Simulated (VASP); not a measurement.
# ZnCd3O4 (P-4m2) in VASP: a series of runs

ZnCd3O4 is run at these levels: PBE; tasks: single point.

Program: VASP 6.6.1. These are calculated values, not measurements. Logs are shortened: lines on timing, memory, paths and dates and some standing lists are left out, and cuts for length are marked.

## (1) The cell of the first run

It takes space group P-4m2 (No. 115, tetragonal). Conventional cell: a = 3.477 Å, b = 3.477 Å, c = 10.029 Å, α = 90.00°, β = 90.00°, γ = 90.00°. Zn (site symmetry -4m2) has 4 O at 2.00 Å within 2.7 Å. Within 2.9 Å of Cd (site symmetry 2mm) lie 4 O at 2.19 to 2.20 Å. Cd (site symmetry -4m2) has 4 O at 2.19 Å within 2.9 Å. Within 2.7 Å of O (site symmetry 2mm) lie 2 Zn at 2.00 Å and 2 Cd at 2.20 Å. O (site symmetry 2mm) has 4 Cd at 2.19 Å within 2.9 Å.

## (2) Single point, PBE (15.15 Å³/atom)

INCAR reads:

```
SYSTEM = ZnCd3O4
ALGO = Normal
EDIFF = 1E-6
ENCUT = 600
GGA = PE
GGA_COMPAT = .False.
ISIF = 2
ISMEAR = 0
LASPH = .True.
LCHARG = .False.
LREAL = .False.
LWAVE = .False.
NBANDS = 58
NELM = 120
PREC = Accurate
SIGMA = 0.1
```

KPOINTS reads:

```
k-points
0
Gamma
  10 10 4
  0 0 0
```

POSCAR reads:

```
ZnCd3O4
1.0
    3.4765068426      0.0000000000      0.0000000000
    0.0000000000      3.4765068426      0.0000000000
    0.0000000000      0.0000000000     10.0293092461
Zn Cd O
1 3 4
Direct
    0.5000000000      0.5000000000      0.0000000000
    0.0000000000      0.0000000000      0.7669117806
    0.0000000000      0.0000000000      0.2330882194
    0.5000000000      0.5000000000      0.5000000000
    0.5000000000      0.0000000000      0.9007574675
    0.0000000000      0.5000000000      0.0992425325
    0.5000000000      0.0000000000      0.3665137739
    0.0000000000      0.5000000000      0.6334862261
```

Potentials or basis: VASP PAW PBE potentials, release 64 (Zn, Cd_sv_GW, O).

Launch:

```console
cat potpaw_PBE.64/Zn/POTCAR potpaw_PBE.64/Cd_sv_GW/POTCAR potpaw_PBE.64/O/POTCAR > POTCAR
mpirun -np 1 vasp_std > vasp.out
```

OUTCAR:

```text
SYSTEM = ZnCd3O4
   EDIFF = 1E-6
   ENCUT = 600
   GGA = PE
   ISIF = 2
   ISMEAR = 0
   LASPH = .True.
   LREAL = .False.
   NELM = 120
   PREC = Accurate

 ion  position               nearest neighbor table
   1  0.500  0.500  0.000-   5 2.00   6 2.00   5 2.00   6 2.00
   2  0.000  0.000  0.767-   8 2.19   8 2.19   5 2.20   5 2.20
   3  0.000  0.000  0.233-   7 2.19   7 2.19   6 2.20   6 2.20
   4  0.500  0.500  0.500-   7 2.19   8 2.19   7 2.19   8 2.19
   5  0.500  0.000  0.901-   1 2.00   1 2.00   2 2.20   2 2.20
   6  0.000  0.500  0.099-   1 2.00   1 2.00   3 2.20   3 2.20
   7  0.500  0.000  0.367-   3 2.19   3 2.19   4 2.19   4 2.19
   8  0.000  0.500  0.633-   2 2.19   2 2.19   4 2.19   4 2.19

  LATTYP: Found a simple tetragonal cell.
 ALAT       =     3.4765068426
 C/A-ratio  =     2.8848812041

  Lattice vectors:

 A1 = (   3.4765068426,   0.0000000000,   0.0000000000)
 A2 = (   0.0000000000,   3.4765068426,   0.0000000000)
 A3 = (   0.0000000000,   0.0000000000,  10.0293092461)

Analysis of symmetry for initial positions (statically):
=====================================================================
 Subroutine PRICEL returns:
 Original cell was already a primitive cell.

 Routine SETGRP: Setting up the symmetry group for a
 simple tetragonal supercell.

 Subroutine GETGRP returns: Found  8 space group operations
 (whereof  8 operations were pure point group operations)
 out of a pool of 16 trial point group operations.

The static configuration has the point symmetry D_2d.

Analysis of symmetry for dynamics (positions and initial velocities):
=====================================================================
 Subroutine PRICEL returns:
 Original cell was already a primitive cell.

 Routine SETGRP: Setting up the symmetry group for a
 simple tetragonal supercell.

 Subroutine GETGRP returns: Found  8 space group operations
 (whereof  8 operations were pure point group operations)
 out of a pool of 16 trial point group operations.

The dynamic configuration has the point symmetry D_2d.

 Subroutine INISYM returns: Found  8 space group operations
 (whereof  8 operations are pure point group operations),
 and found     1 'primitive' translations

----------------------------------------------------------------------------------------

                                     Primitive cell

  volume of cell :     121.2152

  direct lattice vectors                    reciprocal lattice vectors
     3.476506843  0.000000000  0.000000000     0.287645054  0.000000000  0.000000000
     0.000000000  3.476506843  0.000000000     0.000000000  0.287645054  0.000000000
     0.000000000  0.000000000 10.029309246     0.000000000  0.000000000  0.099707764

  length of vectors
     3.476506843  3.476506843 10.029309246     0.287645054  0.287645054  0.099707764

  position of ions in fractional coordinates (direct lattice)
     0.500000000  0.500000000  0.000000000
     0.000000000  0.000000000  0.766911781
     0.000000000  0.000000000  0.233088219
     0.500000000  0.500000000  0.500000000
     0.500000000  0.000000000  0.900757468
     0.000000000  0.500000000  0.099242532
     0.500000000  0.000000000  0.366513774
     0.000000000  0.500000000  0.633486226

  ion indices of the primitive-cell ions
   primitive index   ion index
                 1           1
                 2           2
                 3           3
                 4           4
                 5           5
                 6           6
                 7           7
                 8           8

----------------------------------------------------------------------------------------

 KPOINTS: k-points

Automatic generation of k-mesh.
 Grid dimensions read from file:
 generate k-points for:   10   10    4

 Generating k-lattice:

  Cartesian coordinates                     Fractional coordinates (reciprocal lattice)
     0.028764505  0.000000000  0.000000000     0.100000000  0.000000000  0.000000000
     0.000000000  0.028764505  0.000000000     0.000000000  0.100000000  0.000000000
     0.000000000  0.000000000  0.024926941     0.000000000  0.000000000  0.250000000

  Length of vectors
     0.028764505  0.028764505  0.024926941

  Shift w.r.t. Gamma in fractional coordinates (k-lattice)
     0.000000000  0.000000000  0.000000000

 Subroutine IBZKPT returns following result:
 ===========================================

 Found     63 irreducible k-points:

 Following reciprocal coordinates:
            Coordinates               Weight
  0.000000  0.000000  0.000000      1.000000
  0.100000  0.000000  0.000000      4.000000
  0.200000  0.000000  0.000000      4.000000
  0.300000  0.000000  0.000000      4.000000
  0.400000  0.000000  0.000000      4.000000
  0.500000  0.000000  0.000000      2.000000
[... 16 lines left out ...]
  0.100000  0.000000  0.250000      8.000000
  0.200000  0.000000  0.250000      8.000000
 [... further k-points ...]
   k-points           NKPTS =     63   k-points in BZ     NKDIM =     63   number of bands    NBANDS=     58
   number of dos      NEDOS =    301   number of ions     NIONS =      8
   total plane-waves  NPLWV =  62720
   dimension x,y,z NGX =    28 NGY =   28 NGZ =   80
   dimension x,y,z NGXF=    56 NGYF=   56 NGZF=  160
   ions per type =               1   3   4
   NGX,Y,Z   is equivalent  to a cutoff of  13.39, 13.39, 13.26 a.u.
   NGXF,Y,Z  is equivalent  to a cutoff of  26.78, 26.78, 26.52 a.u.
 SYSTEM =  ZnCd3O4
   PREC   = accura    normal or accurate (medium, high low for compatibility)
   ISTART =      0    job   : 0-new  1-cont  2-samecut
   ICHARG =      2    charge: 1-file 2-atom 10-const
   ISPIN  =      1    spin polarized calculation?
   LNONCOLLINEAR =      F non collinear calculations
   LSORBIT =      F    spin-orbit coupling
   LASPH  =      T    aspherical Exc in radial PAW
   ENCUT  =  600.0 eV  44.10 Ry    6.64 a.u.   6.94  6.94 20.03*2*pi/ulx,y,z
   NELM   =    120;   NELMIN=  2; NELMDL= -5     # of ELM steps
   EDIFF  = 0.1E-05   stopping-criterion for ELM
   LREAL  =      F    real-space projection
   EDIFFG = 0.1E-04   stopping-criterion for IOM
   NSW    =      0    number of steps for IOM
   IBRION =     -1    ionic relax: 0-MD 1-quasi-New 2-CG
   NFREE  =      0    steps in history (QN), initial steepest desc. (CG)
   ISIF   =      2    stress and relaxation
   ISYM   =      2    0-nonsym 1-usesym 2-fastsym
   POTIM  = 0.5000    time-step for ionic-motion
   TEBEG  =    0.0;   TEEND  =   0.0 temperature during run
   PSTRESS=    0.0 pullay stress
   NELECT =      96.0000    total number of electrons
   NUPDOWN=      -1.0000    fix difference up-down
   EMIN   =  10.00;   EMAX   =-10.00  energy-range for DOS
   EFERMI =   0.00;   METHOD = LEGACY
   ISMEAR =     0;   SIGMA  =   0.10  broadening in eV -4-tet -1-fermi 0-gaus
   EFERMI_NEDOS =   21; number of points for ismear=-14 and -15
   IALGO  =     38    algorithm
   IMIX   =      4    mixing-type and parameters
     AMIX     =   0.40;   BMIX     =  1.00
     AMIX_MAG =   1.60;   BMIX_MAG =  1.00
  volume/ion in A,a.u.               =      15.15       102.25
  Fermi-wavevector in a.u.,A,eV,Ry     =   1.514652  2.862277 31.214084  2.294170
  Thomas-Fermi vector in A             =   2.624281
   LORBIT       =      0    0 simple, 1 ext, 2 COOP (PROOUT), +10 PAW based schemes
   GGA     = PE    functional components
   LHFCALC =     F    Hartree Fock is set to
   AEXX    =    0.0000 exact exchange contribution
   IVDW    =     0    specifies the selected vdW correction
   LEPSILON=     F    determine dielectric tensor
   LRPA    =     F    only Hartree local field effects (RPA)
 non-spin polarized calculation
 Gauss-broadening in eV      SIGMA  =   0.10
  energy-cutoff  :      600.00
  volume of cell :      121.22
 maximum number of plane-waves:      4072
 NGX is ok and might be reduce to    28
   NGX = 13   NGY = 13   NGZ = 41

 number of electron      96.0000048 magnetization

 Free energy of the ion-electron system (eV)
  ---------------------------------------------------
  ext. energy  EPLUGINS =         0.00000000
  ---------------------------------------------------
  free energy    TOTEN  =       -32.15233683 eV

  energy without entropy =      -32.15162863  energy(sigma->0) =      -32.15198273

 E-fermi :   2.5571     XC(G=0): -10.4864

 val. band max:        2.4846981706   @ k =   0.0000   0.0000   0.0000
 cond. band min:       2.9718585176   @ k =   0.0000   0.0000   0.2500
 fundamental gap:      0.4871603470
 Fermi energy:         2.5570573918

 k-point     1 :       0.0000    0.0000    0.0000
  band No.  band energies     occupation
      1     -97.8031      2.00000
      2     -97.8031      2.00000
      3     -97.7909      2.00000
      4     -58.9028      2.00000
      5     -58.9028      2.00000
      6     -58.8976      2.00000
[... 50 lines left out ...]
     57      14.4874      0.00000
     58      14.5777      0.00000

 k-point     2 :       0.1000    0.0000    0.0000
  band No.  band energies     occupation
      1     -97.8031      2.00000
      2     -97.8031      2.00000
      3     -97.7909      2.00000
      4     -58.9033      2.00000
      5     -58.9028      2.00000
      6     -58.8981      2.00000
[... 50 lines left out ...]
     57      13.5060      0.00000
     58      14.0546      0.00000

 k-point     3 :       0.2000    0.0000    0.0000
  band No.  band energies     occupation
      1     -97.8031      2.00000
      2     -97.8031      2.00000
      3     -97.7908      2.00000
      4     -58.9045      2.00000
      5     -58.9027      2.00000
      6     -58.8993      2.00000
[... 1216 lines left out ...]
      3     -97.7909      2.00000
      4     -58.9032      2.00000
      5     -58.9028      2.00000
      6     -58.8980      2.00000
[... 50 lines left out ...]
     57      13.3327      0.00000
     58      13.9371      0.00000

 k-point    24 :       0.2000    0.0000    0.2500
  band No.  band energies     occupation
      1     -97.8031      2.00000
      2     -97.8031      2.00000
      3     -97.7908      2.00000
      4     -58.9045      2.00000
      5     -58.9027      2.00000
      6     -58.8993      2.00000
[... 50 lines left out ...]
     57      12.7438      0.00000
     58      13.3879      0.00000

 [... further k-points ...]

------------------------ aborting loop because EDIFF is reached ----------------------------------------

  FORCE on cell =-STRESS in cart. coord.  units (eV):
  Direction    XX          YY          ZZ          XY          YZ          ZX
  --------------------------------------------------------------------------------------
  -------------------------------------------------------------------------------------
  Total        2.2896904      2.2896904      2.2756847      0.0000000      0.0000000      0.0000000
  in kB       30.2642656     30.2642656     30.0791441      0.0000000      0.0000000      0.0000000
  external PRESSURE =      30.2025584 kB  Pullay stress =       0.0000000 kB

 VOLUME and BASIS-vectors are now :
 -----------------------------------------------------------------------------
  energy-cutoff  :      600.00
  volume of cell :      121.22
      direct lattice vectors                 reciprocal lattice vectors
     3.476506843  0.000000000  0.000000000     0.287645054  0.000000000  0.000000000
     0.000000000  3.476506843  0.000000000     0.000000000  0.287645054  0.000000000
     0.000000000  0.000000000 10.029309246     0.000000000  0.000000000  0.099707764

 POSITION                                       TOTAL-FORCE (eV/Angst)
 -----------------------------------------------------------------------------------
      1.73825      1.73825      0.00000        -0.000000     -0.000000      0.000000
      0.00000      0.00000      7.69160        -0.000000      0.000000      0.000197
      0.00000      0.00000      2.33771         0.000000      0.000000     -0.000197
      1.73825      1.73825      5.01465        -0.000000     -0.000000      0.000000
      1.73825      0.00000      9.03398        -0.000000      0.000000     -0.045344
      0.00000      1.73825      0.99533        -0.000000      0.000000      0.045344
      1.73825      0.00000      3.67588        -0.000000      0.000000      0.000204
      0.00000      1.73825      6.35343        -0.000000      0.000000     -0.000204
 -----------------------------------------------------------------------------------
    total drift:                               -0.000000      0.000000      0.000000

  FREE ENERGIE OF THE ION-ELECTRON SYSTEM (eV)
  ---------------------------------------------------
  free  energy   TOTEN  =       -32.1523368274 eV

  energy  without entropy=      -32.1516286324  energy(sigma->0) =      -32.15198273
```

Wall time 10 min (1 thread of Intel Xeon Platinum 8259CL at 2.50GHz (Skylake/Cascade Lake), shared host); peak memory 0.59 GiB.

What came out:

| Quantity | Value |
| --- | --- |
| Free energy | -32.1523 eV |
| Pressure | 3.0 GPa |
| Largest force | 0.045 eV/Å |
| Band gap on the k mesh | zero (filled and empty bands touch) |

Forces in eV/Å, atoms in the order of the input:
```
Zn   0.000  0.000  0.000
Cd   0.000  0.000  0.000
Cd   0.000  0.000  0.000
Cd   0.000  0.000  0.000
O    0.000  0.000 -0.045
O    0.000  0.000  0.045
O    0.000  0.000  0.000
O    0.000  0.000  0.000
```

Caveat: the cell stands under pressure; semilocal functionals underestimate gaps, so a narrow gap can read as zero.

## (3) Single point, PBE

This run uses another cell than the first one, of 15.62 Å³/atom.

INCAR reads:

```
SYSTEM = ZnCd3O4
ALGO     = Normal         ! electronic algorithm
EDIFF    = 1E-6           ! SCF threshold, eV
ENCUT    = 600            ! plane-wave cutoff, eV
GGA      = PE             ! functional
GGA_COMPAT= .False.      
ISIF     = 2              ! what is computed and relaxed
ISMEAR   = 0              ! smearing method
LASPH    = .True.         ! aspherical terms in the spheres
LCHARG   = .False.        ! write CHGCAR
LREAL    = .False.        ! projectors in reciprocal space
LWAVE    = .False.        ! write WAVECAR
NBANDS   = 58             ! bands
NELM     = 120            ! most SCF steps
PREC     = Accurate       ! precision mode
SIGMA    = 0.1            ! smearing width, eV
```

KPOINTS is that of step 2.

POSCAR reads:

```
ZnCd3O4
1.0
    3.5171179000      0.0000000000      0.0000000000
    0.0000000000      3.5171179000      0.0000000000
    0.0000000000      0.0000000000     10.1020988000
Zn Cd O
1 3 4
Direct
    0.5000000000      0.5000000000      0.0000000000
    0.0000000000      0.0000000000      0.7668010000
    0.0000000000      0.0000000000      0.2331990000
    0.5000000000      0.5000000000      0.5000000000
    0.5000000000      0.0000000000      0.9004830000
    0.0000000000      0.5000000000      0.0995170000
    0.5000000000      0.0000000000      0.3665610000
    0.0000000000      0.5000000000      0.6334390000
```

Potentials or basis: VASP PAW PBE potentials, release 64 (Zn, Cd_sv_GW, O).

Launch:

```console
cat potpaw_PBE.64/Zn/POTCAR potpaw_PBE.64/Cd_sv_GW/POTCAR potpaw_PBE.64/O/POTCAR > POTCAR
mpirun -np 1 vasp_std > vasp.out
```

Wall time 7.1 min (1 thread of AMD EPYC 9R45 (Zen 5), shared host); peak memory 0.58 GiB.

Results (log left out):

| Quantity | Value |
| --- | --- |
| Free energy | -32.1982 eV |
| Pressure | -0.3 GPa |
| Largest force | 0.042 eV/Å |
| Band gap on the k mesh | zero (filled and empty bands touch) |

Forces on the atoms (eV/Å):
```
Zn   0.000  0.000  0.000
Cd   0.000  0.000 -0.004
Cd   0.000  0.000  0.004
Cd   0.000  0.000  0.000
O    0.000  0.000 -0.042
O    0.000  0.000  0.042
O    0.000  0.000  0.000
O    0.000  0.000  0.000
```

Levels at points of the mesh, in eV from the Fermi level:
```
           k point  band 44  band 45  band 46  band 47  band 48  band 49  band 50  band 51  band 52  band 53
(0.00, 0.00, 0.00)    -0.79    -0.79    -0.24    -0.20    -0.07    -0.07     2.63     2.83     5.01     7.13
(0.50, 0.00, 0.00)    -0.82    -0.67    -0.67    -0.63    -0.62     4.07     4.12     4.51     4.65     6.37
(0.50, 0.50, 0.00)    -1.88    -1.82    -1.82    -1.79    -1.65     4.84     4.84     6.61     6.61     7.02
(0.00, 0.00, 0.50)    -1.21    -0.36    -0.36    -0.25    -0.25     1.08     1.20     4.23     4.26     7.59
(0.50, 0.00, 0.50)    -1.03    -0.87    -0.67    -0.67    -0.62     4.14     4.14     4.51     4.64     6.41
(0.50, 0.50, 0.50)    -2.00    -1.93    -1.92    -1.75    -1.65     5.40     5.40     5.73     5.73     7.04
```

Caveat: semilocal functionals underestimate gaps, so a narrow gap can read as zero.
